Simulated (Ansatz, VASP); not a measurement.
**Ag: VASP beside Ansatz**

File INCAR:

```
SYSTEM = Ag
PREC     = Accurate       ! precision mode
ENCUT    = 500            ! plane-wave cutoff, eV
EDIFF    = 1E-6           ! SCF threshold, eV
ISMEAR   = -1             ! smearing method
SIGMA    = 0.05           ! smearing width, eV
LREAL    = .False.        ! projectors in reciprocal space
LASPH    = .True.         ! aspherical terms in the spheres
NELM     = 120            ! most SCF steps
ALGO     = Normal         ! electronic algorithm
ISIF     = 2              ! what is computed and relaxed
LWAVE    = .False.        ! write WAVECAR
LCHARG   = .False.        ! write CHGCAR
GGA      = PS             ! functional
NBANDS   = 12             ! bands
GGA_COMPAT= .False.
```

Contents of KPOINTS:

```
Automatic mesh
0
Gamma
  15 15 15
  0 0 0
```

File POSCAR:

```
Ag
1.0
    0.0000000000      2.0431000000      2.0431000000
    2.0431000000      0.0000000000      2.0431000000
    2.0431000000      2.0431000000      0.0000000000
Ag
1
Direct
    0.0000000000      0.0000000000      0.0000000000
```

Input for Ansatz:

```yaml
crystal:
  lattice:
    - [0.0, 2.0431, 2.0431]
    - [2.0431, 0.0, 2.0431]
    - [2.0431, 2.0431, 0.0]
  atoms:
    - { symbol: Ag, position: [0.0, 0.0, 0.0] }
kpoints:
  mp_grid: { grid: [15, 15, 15] }
  band_path:
    path:
      - [0.0, 0.0, 0.0]
      - [0.5, 0.0, 0.5]
      - [0.625, 0.25, 0.625]
      - [0.375, 0.375, 0.75]
      - [0.0, 0.0, 0.0]
      - [0.5, 0.5, 0.5]
      - [0.5, 0.25, 0.75]
      - [0.5, 0.0, 0.5]
    npoints: 5
scf:
  occupations: { method: fermi_dirac, width: 0.05 }
hamiltonian:
  xc: pbesol
  pseudopotentials: { kind: all_electron, lapw: { basis_error: 0.001 } }
output:
  forces: true
  stress: true
  eigenvalues: true
```

Alike in both runs: task single point; functional PBEsol; k mesh 15 × 15 × 15; occupations fermi-dirac, width 0.05 eV; no spin polarisation.

|  | VASP | Ansatz |
| --- | --- | --- |
| version | VASP 6.6.1 | Ansatz 0.2.0 |
| potentials or method | VASP PAW PBE potentials, release 64 (Ag), cutoff 500 eV | all-electron LAPW, scalar-relativistic |

VASP gave:

* pressure (GPa): -2.9

Question: Estimate Ansatz's values.

Answer: Pressure (GPa): -2.8.

VASP's potentials were made for PBE, not for PBEsol. Ansatz ran all-electron here, and VASP with PAW potentials.
